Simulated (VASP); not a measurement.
A run of VASP 6.6.1:

File INCAR:

```
SYSTEM = Cr3Co
PREC = Accurate ; ENCUT = 600
EDIFF = 1E-6 ; ISMEAR = 0
SIGMA = 0.1 ; LREAL = .FALSE.
LASPH = .TRUE. ; NELM = 60
ALGO = Normal ; ISIF = 3
LWAVE = .FALSE. ; LCHARG = .FALSE.
GGA = PE ; IBRION = 2
NSW = 90 ; EDIFFG = -0.04
```

The input KPOINTS:

```
regular mesh
0
G
  6 6 6
  0 0 0
```

Contents of POSCAR:

```
Cr3Co
1.0
    3.5350612656      0.0000000000      0.0000000000
    0.0000000000      3.5350612656      0.0000000000
    0.0000000000      0.0000000000      3.5350612656
Cr Co
3 1
Direct
    0.0000000000      0.5000000000      0.5000000000
    0.5000000000      0.0000000000      0.5000000000
    0.5000000000      0.5000000000      0.0000000000
    0.0000000000      0.0000000000      0.0000000000
```

Potentials or basis: VASP PAW PBE potentials, release 64 (Cr_pv, Co).

Run with:

```console
$ cat potpaw_PBE.64/Cr_pv/POTCAR potpaw_PBE.64/Co/POTCAR > POTCAR
$ mpirun -np 1 vasp_std > vasp.out
```

Hardware: 1 thread of AMD EPYC 9R45 (Zen 5) (shared host).

**Question.** Estimate the wall time of this run.

**Answer.** Wall time 69 s on 1 thread of AMD EPYC 9R45 (Zen 5) (shared host), peak memory 0.14 GiB. Counts: scf iterations 39, k points 20, ion steps 3.
